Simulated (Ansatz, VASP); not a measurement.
C: VASP beside Ansatz

INCAR

```
SYSTEM = C
  ALGO = Normal
  EDIFF = 1E-6
  ENCUT = 520
  GGA = PE
  ISIF = 2
  ISMEAR = 0
  LASPH = .TRUE.
  LCHARG = .FALSE.
  LREAL = .FALSE.
  LWAVE = .FALSE.
  NBANDS = 16
  NELM = 100
  PREC = Accurate
  SIGMA = 0.15
```

Contents of KPOINTS:

```
k-points
0
G
  18 18 6
  0 0 0
```

Contents of POSCAR:

```
C
1.0
    1.2908711330     -1.9865213371      0.0000000000
    1.2908711330      1.9865213371      0.0000000000
    0.0000000000      0.0000000000      8.7070207245
C
4
Direct
    0.0833329406      0.9166670594      0.7503043452
    0.5833329406      0.4166670594      0.2496956548
    0.9166670594      0.0833329406      0.2496956548
    0.4166670594      0.5833329406      0.7503043452
```

Input for Ansatz:

```yaml
crystal:
  lattice:
    - [1.290871133, -1.9865213371, 0.0]
    - [1.290871133, 1.9865213371, 0.0]
    - [0.0, 0.0, 8.7070207245]
  atoms:
    - { symbol: C, position: [0.0833329406, 0.9166670594, 0.7503043452] }
    - { symbol: C, position: [0.5833329406, 0.4166670594, 0.2496956548] }
    - { symbol: C, position: [0.9166670594, 0.0833329406, 0.2496956548] }
    - { symbol: C, position: [0.4166670594, 0.5833329406, 0.7503043452] }
basis:
  ecutwfc: 520.0
kpoints:
  mp_grid: { grid: [18, 18, 6] }
hamiltonian:
  xc: pbe
  pseudopotentials: { kind: paw, azcp: { folder: soft_1 } }
scf:
  occupations: { method: gaussian, width: 0.15 }
output:
  forces: true
  stress: true
  eigenvalues: true
```

Change from the starting cell: normal strain along x +0.0467, normal strain along y -0.0700.

Alike in both runs: task single point; functional PBE; k mesh 18 × 18 × 6; occupations gaussian, width 0.15 eV; no spin polarisation.

```csv
,VASP,Ansatz
version,VASP 6.6.1,Ansatz 0.2.0
potentials or method,"VASP PAW PBE potentials, release 64 (C), cutoff 520 eV","scalar-relativistic, plane waves, PAW"
valence electrons in the cell,16,16
```

VASP gave:

| Property | Result |
| --- | --- |
| gap on the k mesh at the Fermi level (eV) | 0.74 |
| least direct gap on the mesh (eV) | 0.74 |
| pressure (GPa) | 12.5 |
| traceless stress, the component that is largest in VASP (GPa) | 51.05 |
| rms of the force components (eV/Å) | 1.318 |

Estimate Ansatz's values.

gap on the k mesh at the Fermi level (eV): 0.75; least direct gap on the mesh (eV): 0.75; pressure (GPa): 12.1; traceless stress, the component that is largest in VASP (GPa): 50.72; rms of the force components (eV/Å): 1.307.

Atom by atom the forces differ by 0.011 eV/Å (rms over components).
